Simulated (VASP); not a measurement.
# SiC (F-43m) in VASP: further runs, part 2 of 2

VASP 6.6.1.

## Step 4: Single point, PBEsol

INCAR

```
  ALGO = Normal
  EDIFF = 1E-6
  ENCUT = 600
  GGA = PS
  GGA_COMPAT = F
  ISIF = 2
  ISMEAR = 0
  LASPH = T
  LCHARG = F
  LREAL = F
  LWAVE = F
  NBANDS = 11
  NELM = 120
  PREC = Accurate
  SIGMA = 0.01
```

KPOINTS

```
k-points
0
Gamma
  8 8 8
```

POSCAR

```
SiC
1.0
    0.0000000000      2.1780523476      2.1780523476
    2.1780523476      0.0000000000      2.1780523476
    2.1780523476      2.1780523476      0.0000000000
Si C
1 1
Direct
    0.0000000000      0.0000000000      0.0000000000
    0.2500000000      0.2500000000      0.2500000000
```

Potentials or basis: VASP PAW PBE potentials, release 64 (Si, C).

The run is started by

```
> cat potpaw_PBE.64/Si/POTCAR potpaw_PBE.64/C/POTCAR > POTCAR
> mpirun -np 1 vasp_std > vasp.out
```

OUTCAR:

```text
EDIFF = 1E-6
   ENCUT = 600
   GGA = PS
   ISIF = 2
   ISMEAR = 0
   LASPH = T
   LREAL = F
   NELM = 120
   PREC = Accurate

 ion  position               nearest neighbor table
   1  0.000  0.000  0.000-   2 1.89   2 1.89   2 1.89   2 1.89
   2  0.250  0.250  0.250-   1 1.89   1 1.89   1 1.89   1 1.89

  LATTYP: Found a face centered cubic cell.
 ALAT       =     4.3561046952

  Lattice vectors:

 A1 = (   0.0000000000,   2.1780523476,   2.1780523476)
[... 523 lines left out ...]
------------------------ aborting loop because EDIFF is reached ----------------------------------------

  FORCE on cell =-STRESS in cart. coord.  units (eV):
  Direction    XX          YY          ZZ          XY          YZ          ZX
  --------------------------------------------------------------------------------------
  -------------------------------------------------------------------------------------
  Total        0.0436797      0.0436797      0.0436797      0.0000000      0.0000000     -0.0000000
  in kB        3.3865365      3.3865365      3.3865365      0.0000000      0.0000000     -0.0000000
  external PRESSURE =       3.3865365 kB  Pullay stress =       0.0000000 kB

 VOLUME and BASIS-vectors are now :
 -----------------------------------------------------------------------------
  energy-cutoff  :      600.00
  volume of cell :       20.66
      direct lattice vectors                 reciprocal lattice vectors
     0.000000000  2.178052348  2.178052348    -0.229562894  0.229562894  0.229562894
     2.178052348  0.000000000  2.178052348     0.229562894 -0.229562894  0.229562894
     2.178052348  2.178052348  0.000000000     0.229562894  0.229562894 -0.229562894

 POSITION                                       TOTAL-FORCE (eV/Angst)
 -----------------------------------------------------------------------------------
      0.00000      0.00000      0.00000         0.000000      0.000000      0.000000
      1.08903      1.08903      1.08903        -0.000000     -0.000000     -0.000000
 -----------------------------------------------------------------------------------
    total drift:                               -0.000000     -0.000000     -0.000000

  FREE ENERGIE OF THE ION-ELECTRON SYSTEM (eV)
  ---------------------------------------------------
  free  energy   TOTEN  =       -15.9149281803 eV

  energy  without entropy=      -15.9149281803  energy(sigma->0) =      -15.91492818
```

OSZICAR:

```text
N       E                     dE             d eps       ncg     rms          rms(c)
DAV:   1     0.508418934343E+01    0.50842E+01   -0.42517E+03   646   0.697E+02
DAV:   2    -0.170315224161E+02   -0.22116E+02   -0.21243E+02   833   0.118E+02
DAV:   3    -0.177135402251E+02   -0.68202E+00   -0.68086E+00   800   0.172E+01
DAV:   4    -0.177162861426E+02   -0.27459E-02   -0.27456E-02   725   0.138E+00
DAV:   5    -0.177162985646E+02   -0.12422E-04   -0.12422E-04   796   0.864E-02    0.875E+00
DAV:   6    -0.159954099957E+02    0.17209E+01   -0.60395E+00   722   0.109E+01    0.392E+00
DAV:   7    -0.159295820966E+02    0.65828E-01   -0.37122E-01   772   0.343E+00    0.176E+00
DAV:   8    -0.159150955277E+02    0.14487E-01   -0.20831E-02   731   0.924E-01    0.164E-01
DAV:   9    -0.159148828557E+02    0.21267E-03   -0.16806E-03   773   0.218E-01    0.110E-01
DAV:  10    -0.159149277592E+02   -0.44903E-04   -0.12220E-04   734   0.703E-02    0.252E-02
DAV:  11    -0.159149279087E+02   -0.14949E-06   -0.12362E-05   770   0.192E-02    0.590E-03
DAV:  12    -0.159149281803E+02   -0.27164E-06   -0.70237E-07   445   0.518E-03
   1 F= -.15914928E+02 E0= -.15914928E+02  d E =-.119988E-54
```

It took 6.2 s on 1 thread of Intel Xeon Platinum 8488C (Sapphire Rapids), shared host; peak memory 0.15 GiB.

What came out:

| Item | Value |
| --- | --- |
| Free energy | -15.9149 eV |
| Pressure | 0.3 GPa |
| Band gap on the k mesh | 1.23 eV (least direct gap 4.44 eV) |

Levels at points of the mesh, in eV from the valence-band top:
```csv
k point,band 1,band 2,band 3,band 4,band 5,band 6,band 7,band 8
"(0.00, 0.00, 0.00)",-15.43,0.00,0.00,0.00,6.20,7.25,7.25,7.25
"(0.50, 0.00, 0.00)",-11.83,-8.61,-1.06,-1.06,5.39,7.14,7.14,9.92
"(0.50, 0.50, 0.00)",-10.36,-7.84,-3.21,-3.21,1.23,4.20,13.97,13.97
```

Caveat: the PAW data sets were made with another functional, which shifts forces and pressure a little. A k mesh can miss the band edges.

## Step 5: Single point, PBEsol

INCAR

```
SYSTEM = SiC
PREC     = Accurate       ! precision mode
ENCUT    = 600            ! plane-wave cutoff, eV
EDIFF    = 1E-6           ! SCF threshold, eV
ISMEAR   = 1              ! smearing method
SIGMA    = 0.185          ! smearing width, eV
LREAL    = .FALSE.        ! projectors in reciprocal space
LASPH    = .TRUE.         ! aspherical terms in the spheres
NELM     = 120            ! most SCF steps
ALGO     = Normal         ! electronic algorithm
ISIF     = 2              ! what is computed and relaxed
LWAVE    = .FALSE.        ! write WAVECAR
LCHARG   = .TRUE.         ! write CHGCAR
GGA      = PS             ! functional
LELF     = .TRUE.         ! ELF
LVHAR    = .TRUE.       
NBANDS   = 11             ! bands
GGA_COMPAT= .FALSE.
```

KPOINTS

```
regular mesh
0
G
  8 8 8
  0 0 0
```

POSCAR is that of step 4.

Potentials or basis: VASP PAW PBE potentials, release 64 (Si, C).

The run is started by

```
> cat potpaw_PBE.64/Si/POTCAR potpaw_PBE.64/C/POTCAR > POTCAR
> mpirun -np 1 vasp_std > vasp.out
```

OUTCAR:

```text
SYSTEM = SiC
   PREC = Accurate
   ENCUT = 600
   EDIFF = 1E-6
   ISMEAR = 1
   LREAL = .FALSE.
   LASPH = .TRUE.
   NELM = 120
   ISIF = 2
   GGA = PS

 ion  position               nearest neighbor table
   1  0.000  0.000  0.000-   2 1.89   2 1.89   2 1.89   2 1.89
   2  0.250  0.250  0.250-   1 1.89   1 1.89   1 1.89   1 1.89

  LATTYP: Found a face centered cubic cell.
 ALAT       =     4.3561046952

  Lattice vectors:

 A1 = (   0.0000000000,   2.1780523476,   2.1780523476)
 A2 = (   2.1780523476,   0.0000000000,   2.1780523476)
 A3 = (   2.1780523476,   2.1780523476,   0.0000000000)

Analysis of symmetry for initial positions (statically):
=====================================================================
 Subroutine PRICEL returns:
 Original cell was already a primitive cell.

 Routine SETGRP: Setting up the symmetry group for a
 face centered cubic supercell.

 Subroutine GETGRP returns: Found 24 space group operations
 (whereof 24 operations were pure point group operations)
 out of a pool of 48 trial point group operations.

The static configuration has the point symmetry T_d .

Analysis of symmetry for dynamics (positions and initial velocities):
=====================================================================
 Subroutine PRICEL returns:
 Original cell was already a primitive cell.

 Routine SETGRP: Setting up the symmetry group for a
 face centered cubic supercell.

 Subroutine GETGRP returns: Found 24 space group operations
 (whereof 24 operations were pure point group operations)
 out of a pool of 48 trial point group operations.

The dynamic configuration has the point symmetry T_d .

 Subroutine INISYM returns: Found 24 space group operations
 (whereof 24 operations are pure point group operations),
 and found     1 'primitive' translations

----------------------------------------------------------------------------------------

                                     Primitive cell

  volume of cell :      20.6650

  direct lattice vectors                    reciprocal lattice vectors
     0.000000000  2.178052348  2.178052348    -0.229562894  0.229562894  0.229562894
     2.178052348  0.000000000  2.178052348     0.229562894 -0.229562894  0.229562894
     2.178052348  2.178052348  0.000000000     0.229562894  0.229562894 -0.229562894

  length of vectors
     3.080231170  3.080231170  3.080231170     0.397614596  0.397614596  0.397614596

  position of ions in fractional coordinates (direct lattice)
     0.000000000  0.000000000  0.000000000
     0.250000000  0.250000000  0.250000000

  ion indices of the primitive-cell ions
   primitive index   ion index
                 1           1
                 2           2

----------------------------------------------------------------------------------------

 KPOINTS: regular mesh

Automatic generation of k-mesh.
 Grid dimensions read from file:
 generate k-points for:    8    8    8

 Generating k-lattice:

  Cartesian coordinates                     Fractional coordinates (reciprocal lattice)
    -0.028695362  0.028695362  0.028695362     0.125000000  0.000000000  0.000000000
     0.028695362 -0.028695362  0.028695362     0.000000000  0.125000000  0.000000000
[... 39 lines left out ...]
 [... further k-points ...]
   k-points           NKPTS =     29   k-points in BZ     NKDIM =     29   number of bands    NBANDS=     11
   number of dos      NEDOS =    301   number of ions     NIONS =      2
   total plane-waves  NPLWV =  21952
   dimension x,y,z NGX =    28 NGY =   28 NGZ =   28
   dimension x,y,z NGXF=    56 NGYF=   56 NGZF=   56
   ions per type =               1   1
   NGX,Y,Z   is equivalent  to a cutoff of  15.11, 15.11, 15.11 a.u.
   NGXF,Y,Z  is equivalent  to a cutoff of  30.22, 30.22, 30.22 a.u.
 SYSTEM =  SiC
   PREC   = accura    normal or accurate (medium, high low for compatibility)
   ISTART =      0    job   : 0-new  1-cont  2-samecut
   ICHARG =      2    charge: 1-file 2-atom 10-const
   ISPIN  =      1    spin polarized calculation?
   LNONCOLLINEAR =      F non collinear calculations
   LSORBIT =      F    spin-orbit coupling
   LASPH  =      T    aspherical Exc in radial PAW
   ENCUT  =  600.0 eV  44.10 Ry    6.64 a.u.   6.15  6.15  6.15*2*pi/ulx,y,z
   NELM   =    120;   NELMIN=  2; NELMDL= -5     # of ELM steps
   EDIFF  = 0.1E-05   stopping-criterion for ELM
   LREAL  =      F    real-space projection
   EDIFFG = 0.1E-04   stopping-criterion for IOM
   NSW    =      0    number of steps for IOM
   IBRION =     -1    ionic relax: 0-MD 1-quasi-New 2-CG
   NFREE  =      0    steps in history (QN), initial steepest desc. (CG)
   ISIF   =      2    stress and relaxation
   ISYM   =      2    0-nonsym 1-usesym 2-fastsym
   POTIM  = 0.5000    time-step for ionic-motion
   TEBEG  =    0.0;   TEEND  =   0.0 temperature during run
   PSTRESS=    0.0 pullay stress
   NELECT =       8.0000    total number of electrons
   NUPDOWN=      -1.0000    fix difference up-down
   EMIN   =  10.00;   EMAX   =-10.00  energy-range for DOS
   EFERMI =   0.00;   METHOD = LEGACY
   ISMEAR =     1;   SIGMA  =   0.18  broadening in eV -4-tet -1-fermi 0-gaus
   EFERMI_NEDOS =   21; number of points for ismear=-14 and -15
   IALGO  =     38    algorithm
   IMIX   =      4    mixing-type and parameters
     AMIX     =   0.40;   BMIX     =  1.00
     AMIX_MAG =   1.60;   BMIX_MAG =  1.00
  volume/ion in A,a.u.               =      10.33        69.73
  Fermi-wavevector in a.u.,A,eV,Ry     =   1.193145  2.254717 19.369182  1.423595
  Thomas-Fermi vector in A             =   2.329166
   LORBIT       =      0    0 simple, 1 ext, 2 COOP (PROOUT), +10 PAW based schemes
   GGA     = PS    functional components
   LHFCALC =     F    Hartree Fock is set to
   AEXX    =    0.0000 exact exchange contribution
   IVDW    =     0    specifies the selected vdW correction
   LEPSILON=     F    determine dielectric tensor
   LRPA    =     F    only Hartree local field effects (RPA)
 non-spin polarized calculation
 Methfessel and Paxton  Order N= 1 SIGMA  =   0.18
  energy-cutoff  :      600.00
  volume of cell :       20.66
 maximum number of plane-waves:       701
 NGX is ok and might be reduce to    28
   NGX = 13   NGY = 13   NGZ = 13

 number of electron       8.0000000 magnetization

 Free energy of the ion-electron system (eV)
  ---------------------------------------------------
  ext. energy  EPLUGINS =         0.00000000
  ---------------------------------------------------
  free energy    TOTEN  =       -15.91463231 eV

  energy without entropy =      -15.91558668  energy(sigma->0) =      -15.91495043

 E-fermi :   8.1152     XC(G=0): -11.5103

 val. band max:        8.0715480264   @ k =   0.0000   0.0000   0.0000
 cond. band min:       9.3037024990   @ k =   0.5000   0.5000   0.0000
 fundamental gap:      1.2321544726
 Fermi energy:         8.1151878100

 k-point     1 :       0.0000    0.0000    0.0000
  band No.  band energies     occupation
      1      -7.3632      2.00000
      2       8.0715      1.38720
      3       8.0715      1.38720
      4       8.0715      1.38720
      5      14.2733      0.00000
      6      15.3229      0.00000
      7      15.3229      0.00000
      8      15.3229      0.00000
      9      22.5354      0.00000
     10      22.5354      0.00000
     11      24.3540      0.00000
[... 309 lines left out ...]
 k-point    24 :      -0.3750    0.2500    0.1250
  band No.  band energies     occupation
      1      -3.0995      2.00000
      2       0.1843      2.00000
      3       4.3342      2.00000
      4       5.7863      2.00000
      5      13.2215      0.00000
      6      15.2728      0.00000
      7      18.1637      0.00000
      8      19.0040      0.00000
      9      21.4057      0.00000
     10      24.2078      0.00000
     11      27.2533      0.00000

 [... further k-points ...]

------------------------ aborting loop because EDIFF is reached ----------------------------------------

  FORCE on cell =-STRESS in cart. coord.  units (eV):
  Direction    XX          YY          ZZ          XY          YZ          ZX
  --------------------------------------------------------------------------------------
  -------------------------------------------------------------------------------------
  Total        0.0438459      0.0438459      0.0438459     -0.0000000      0.0000000      0.0000000
  in kB        3.3994212      3.3994212      3.3994212     -0.0000000      0.0000000      0.0000000
  external PRESSURE =       3.3994212 kB  Pullay stress =       0.0000000 kB

 VOLUME and BASIS-vectors are now :
 -----------------------------------------------------------------------------
  energy-cutoff  :      600.00
  volume of cell :       20.66
      direct lattice vectors                 reciprocal lattice vectors
     0.000000000  2.178052348  2.178052348    -0.229562894  0.229562894  0.229562894
     2.178052348  0.000000000  2.178052348     0.229562894 -0.229562894  0.229562894
     2.178052348  2.178052348  0.000000000     0.229562894  0.229562894 -0.229562894

 POSITION                                       TOTAL-FORCE (eV/Angst)
 -----------------------------------------------------------------------------------
      0.00000      0.00000      0.00000        -0.000000     -0.000000     -0.000000
      1.08903      1.08903      1.08903         0.000000      0.000000      0.000000
 -----------------------------------------------------------------------------------
    total drift:                               -0.000000     -0.000000     -0.000000

  FREE ENERGIE OF THE ION-ELECTRON SYSTEM (eV)
  ---------------------------------------------------
  free  energy   TOTEN  =       -15.9146323090 eV

  energy  without entropy=      -15.9155866810  energy(sigma->0) =      -15.91495043
```

It took 7 s on 1 thread of Intel Xeon Platinum 8488C (Sapphire Rapids), shared host; peak memory 0.15 GiB.

Results:

| Quantity | Value |
| --- | --- |
| Free energy | -15.9146 eV |
| Pressure | 0.3 GPa |
| Band gap on the k mesh | 1.23 eV (least direct gap 4.44 eV) |

Caveat: the PAW data sets were made with another functional, which shifts forces and pressure a little.

## Step 6: Single point, PBEsol

INCAR

```
SYSTEM = SiC
PREC = Accurate ; ENCUT = 600
EDIFF = 1E-6 ; ISMEAR = 0
SIGMA = 0.01 ; LREAL = .FALSE.
LASPH = .TRUE. ; NELM = 120
ALGO = Normal ; ISIF = 2
LWAVE = .FALSE. ; LCHARG = .FALSE.
GGA = PS ; ISYM = 0
NBANDS = 11 ; GGA_COMPAT = .FALSE.
```

KPOINTS

```
Automatic mesh
0
Gamma
  8 8 8
  0.5 0.5 0.5
```

POSCAR is that of step 5.

Potentials or basis: VASP PAW PBE potentials, release 64 (Si, C).

The run is started by

```
> cat potpaw_PBE.64/Si/POTCAR potpaw_PBE.64/C/POTCAR > POTCAR
> mpirun -np 1 vasp_std > vasp.out
```

It took 2.8 min on 1 thread of Intel Xeon Platinum 8488C (Sapphire Rapids), shared host; peak memory 0.37 GiB.

It converged, with:

```yaml
Free_energy: -15.9162 eV
Pressure: 0.3 GPa
Band_gap_on_the_k_mesh: 1.58 eV (least direct gap 4.68 eV)
```

Levels at points of the mesh, in eV from the valence-band top:
```tsv
k point	band 2	band 3	band 4	band 5	band 6	band 7
(0.06, 0.06, 0.06)	-0.37	0.00	0.00	6.43	7.37	7.41
```

Caveat: the PAW data sets were made with another functional, which shifts forces and pressure a little; a shifted mesh leaves out Γ, where band edges can lie. A k mesh can miss the band edges.

## Step 7: The runs side by side

| k mesh | smearing | gap on the mesh (eV) | pressure (GPa) |
| --- | --- | --- | --- |
| 8 × 8 × 8 | methfessel-paxton 0.05 eV | 1.23 | 0.3 |
| 8 × 8 × 8 | gaussian 0.2 eV | 1.23 | 0.3 |
| 8 × 8 × 8 | gaussian 0.01 eV | 1.23 | 0.3 |
| 8 × 8 × 8 | methfessel-paxton 0.185 eV | 1.23 | 0.3 |
| 8 × 8 × 8, shifted | gaussian 0.01 eV | 1.58 | 0.3 |

Alike in all rows: task single point; level PBEsol; potentials or basis VASP PAW PBE potentials, release 64 (Si, C); no spin polarisation; cell as given; cutoff (eV) 600.

Caveats: the PAW data sets were made with another functional, which shifts forces and pressure a little; a shifted mesh leaves out Γ, where band edges can lie (at least some runs).

Total energies depend on the potentials used, so only differences within one code and one set of settings carry meaning.
